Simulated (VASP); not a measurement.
Runs of VASP 6.6.1 on TaN. The structure is that of space group Fm-3m (No. 225), or close to it. The cells are those of the table. 

| cell | gap on the mesh (eV) | pressure (GPa) |
| --- | --- | --- |
| a = 3.077, b = 3.077, c = 3.123 Å, angles 59.5, 59.5, 61.0°, 2 atoms | none | (a) |
| a = 3.100, b = 3.100, c = 3.123 Å, angles 59.8, 59.8, 60.5°, 2 atoms | none | 6.2 |
| a = 3.100, b = 3.100, c = 3.077 Å, angles 60.3, 60.3, 59.5°, 2 atoms | none | (b) |
| a = 3.148, b = 3.148, c = 3.077 Å, angles 60.7, 60.7, 58.5°, 2 atoms | none | 2.6 |
| a = 3.125, b = 3.125, c = 3.030 Å, angles 61.0, 61.0, 58.0°, 2 atoms | none | 15.2 |

Alike in all rows: task single point; level PBE; potentials or basis VASP PAW PBE potentials, release 64 (Ta_pv, N); no spin polarisation; k mesh 24 × 24 × 24; cutoff (eV) 520; smearing gaussian 0.15 eV.

Problem. Estimate the missing entries.

Solution. (a) 12.4; (b) 11.7.

Caveats: spin-orbit coupling is left out, which moves the levels of the heavy elements; the cell stands under pressure (at least some runs).

A k mesh can miss the band edges, and the runs leave out spin-orbit coupling on Ta.

A gap of «none» marks levels without a gap at the run's occupations.
